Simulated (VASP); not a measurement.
Input of a VASP 6.6.1 run:

Contents of INCAR:

```
SYSTEM = MgB2
PREC     = Accurate       ! precision mode
ENCUT    = 520            ! plane-wave cutoff, eV
EDIFF    = 1E-7           ! SCF threshold, eV
ISMEAR   = 0              ! smearing method
SIGMA    = 0.1            ! smearing width, eV
LREAL    = .False.        ! projectors in reciprocal space
LASPH    = .True.         ! aspherical terms in the spheres
NELM     = 60             ! most SCF steps
ALGO     = Normal         ! electronic algorithm
ISIF     = 2              ! what is computed and relaxed
LWAVE    = .False.        ! write WAVECAR
LCHARG   = .False.        ! write CHGCAR
GGA      = PE             ! functional
NBANDS   = 11             ! bands
```

Contents of KPOINTS:

```
Automatic mesh
0
Gamma
  22 22 22
  0 0 0
```

POSCAR

```
MgB2
1.0
   -1.4224698154      1.4224698154      3.9354594244
    1.4224698154     -1.4224698154      3.9354594244
    1.4224698154      1.4224698154     -3.9354594244
Mg B
1 2
Direct
    0.0000000000      0.0000000000      0.0000000000
    0.7500000000      0.2500000000      0.5000000000
    0.2500000000      0.7500000000      0.5000000000
```

Potentials or basis: VASP PAW PBE potentials, release 64 (Mg, B).

Run with:

```sh
$ cat potpaw_PBE.64/Mg/POTCAR potpaw_PBE.64/B/POTCAR > POTCAR
$ mpirun -np 1 vasp_std > vasp.out
```

Question: What does it give for the pressure?

Answer: -0.1 GPa.

Question: Predict the band gap on the k mesh.

Answer: Zero (band 4 reaches 6.93 eV, above the bottom of band 5 at 3.51 eV).

Stress tensor (GPa, compression positive):
```
-0.04  0.00  0.00
 0.00 -0.04  0.00
 0.00  0.00 -0.20
```
